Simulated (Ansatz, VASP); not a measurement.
Ni: VASP beside Ansatz

POSCAR

```
Ni
1.0
    0.0000000000      1.7330608651      1.7330608651
    1.7330608651      0.0000000000      1.7330608651
    1.7330608651      1.7330608651      0.0000000000
Ni
1
Direct
    0.0000000000      0.0000000000      0.0000000000
```

The input INCAR.step1:

```
PREC = Accurate ; ENCUT = 520
ISMEAR = -1 ; SIGMA = 0.1
LREAL = F ; LASPH = T
NELM = 100 ; NBANDS = 11
GGA = PE ; ALGO = Normal
EDIFF = 1E-4 ; LWAVE = T
LCHARG = F
```

The input INCAR.step2:

```
PREC = Accurate ; ENCUT = 520
EDIFF = 1E-6 ; ISMEAR = -1
SIGMA = 0.1 ; LREAL = F
LASPH = T ; NELM = 100
ALGO = Normal ; ISIF = 2
LWAVE = F ; LCHARG = F
METAGGA = R2SCAN ; LMIXTAU = T
NBANDS = 11 ; ISTART = 1
```

Contents of KPOINTS:

```
regular mesh
0
Gamma
  12 12 12
```

Input for Ansatz:

```yaml
crystal:
  lattice:
    - [0.0, 1.7330608651, 1.7330608651]
    - [1.7330608651, 0.0, 1.7330608651]
    - [1.7330608651, 1.7330608651, 0.0]
  atoms:
    - { symbol: Ni, position: [0.0, 0.0, 0.0] }
hamiltonian:
  xc: r2scan
  pseudopotentials:
    kind: paw
    azcp:
      Ni: "pseudopotentials/Ni.paw.azcp"
basis:
  ecutwfc: 500
  fft_grid_basis: typed
kpoints:
  mp_grid: { grid: [12, 12, 12], shift: [0, 0, 0] }
magnetization:
  spin_polarized: false
scf:
  occupations: { method: fermi_dirac, width: 0.1 }
  lower_state_search: "off"
output:
  stress: true
```

Alike in both runs: task single point; functional r2SCAN; k mesh 12 × 12 × 12; occupations fermi-dirac, width 0.1 eV; no spin polarisation.

```csv
,VASP,Ansatz
version,VASP 6.6.1,Ansatz 0.2.0
potentials or method,"VASP PAW PBE potentials, release 64 (Ni), cutoff 520 eV","plane waves (500 eV) with PAW, scalar-relativistic"
valence electrons in the cell,10,18
```

Ansatz gave:

* pressure (GPa): -0.1

Question: Estimate VASP's values.

Answer: Pressure (GPa): 0.5.

VASP's potentials were made for PBE, not for r2SCAN. VASP's potentials hold 10 valence electrons a cell and Ansatz's 18, so a difference there can come from the potentials and not from the codes.
